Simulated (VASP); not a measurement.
Wanted: the native input for a VASP 6.6.1 run.

```yaml
Task: single point
Functional: PBE
Potentials_or_basis: VASP PAW PBE potentials, release 64 (C, N, H)
Cutoff: 520 eV
k_mesh: 1 × 1 × 1
Occupations: fermi-dirac, width 0.02 eV
Spin: no spin polarisation
Dipole_correction: no
Further_INCAR_settings: LREAL = Auto; ALGO = Normal; EDIFF = 1e-06; NBANDS = 69
```

The structure of H12C3N4 lies in POSCAR:

```
H12C3N4
1.0
    8.4004530000      0.0000000000      0.0000000000
    0.0000000000      8.4004530000      0.0000000000
    0.0000000000      0.0000000000      8.4004530000
C N H
6 8 24
Direct
    0.9094747628      0.3988237301      0.0128207372
    0.8080992775      0.3808366049      0.1647768281
    0.4818311584      0.7537688741      0.0897927767
    0.3400173776      0.6660593185      0.1351831860
    0.9328068379      0.7110449877      0.6041697989
    1.0948576226      0.6453699580      0.6375013347
    0.7279488380      0.3693848415      0.2759255959
    0.2232736735      0.6006937959      0.1749310424
    1.2329573179      0.6291446426      0.6402392823
    0.3855982529      0.9601863138      0.6830226894
    0.2476175987      0.1690146948      0.2292257334
   -0.0571397757      0.9714833236      0.0758530522
    0.6069434589      0.4365240779      0.6575716810
    0.0614133547      0.2228808375      0.6574883521
    1.0180046243      0.4716293276      0.0509615374
    0.9305212469      0.2806991480     -0.0457475329
    0.8569180733      0.4791884438     -0.0776148620
    0.5597793357      0.7917192085      0.1898111923
    0.5623030091      0.6957600977     -0.0006785348
    0.4405238622      0.8685722068      0.0506282221
    0.8375500702      0.6479293438      0.6583216405
    0.9442943137      0.8358715893      0.6535242802
    0.9164267689      0.7089379585      0.4753434130
    0.4828072962      1.0012079110      0.6282399294
    0.2983767661      1.0393844237      0.6587263806
    0.3566950497      0.8494899025      0.6439890801
    0.3393150346      0.1767285645      0.1468968400
    0.2261544705      0.2751875405      0.2762231989
    0.2413441275      0.0813646597      0.3108641879
    0.0358909216      1.0495981586      0.0918759976
   -0.0360337710      0.8620130367      0.1211482286
   -0.0817932081      0.9655788801     -0.0466284378
    0.5635886541      0.4058709691      0.5409708262
    0.6166810290      0.3284346689      0.7144495660
    0.5239122224      0.5045680275      0.7089974791
    0.0007142472      0.2548791119      0.5571485252
   -0.0168205215      0.1797998275      0.7426385220
    0.0652583855      0.3270537910      0.7068309292
```

One way to write it, as run:

INCAR

```
SYSTEM = H12C3N4
PREC = Accurate ; ENCUT = 520
EDIFF = 1E-6 ; ISMEAR = -1
SIGMA = 0.02 ; LREAL = Auto
LASPH = .True. ; NELM = 60
ALGO = Normal ; ISIF = 2
LWAVE = .False. ; LCHARG = .False.
GGA = PE ; NBANDS = 69
```

KPOINTS

```
Automatic mesh
0
Gamma
  1 1 1
  0 0 0
```

Potentials or basis: VASP PAW PBE potentials, release 64 (C, N, H).

Run with:

```sh
$ cat potpaw_PBE.64/C/POTCAR potpaw_PBE.64/N/POTCAR potpaw_PBE.64/H/POTCAR > POTCAR
$ mpirun -np 1 vasp_gam > vasp.out
```

Results of the run:

```
Pressure               : -0.7 GPa
Largest force          : 3.623 eV/Å
Band gap on the k mesh : 3.49 eV
```

Caveat: the k points lie up to 0.75 Å⁻¹ apart.

Wall time 2.3 min on 1 thread of AMD EPYC 7R43 64-Core Processor (Zen 3) (shared host), peak memory 0.49 GiB.
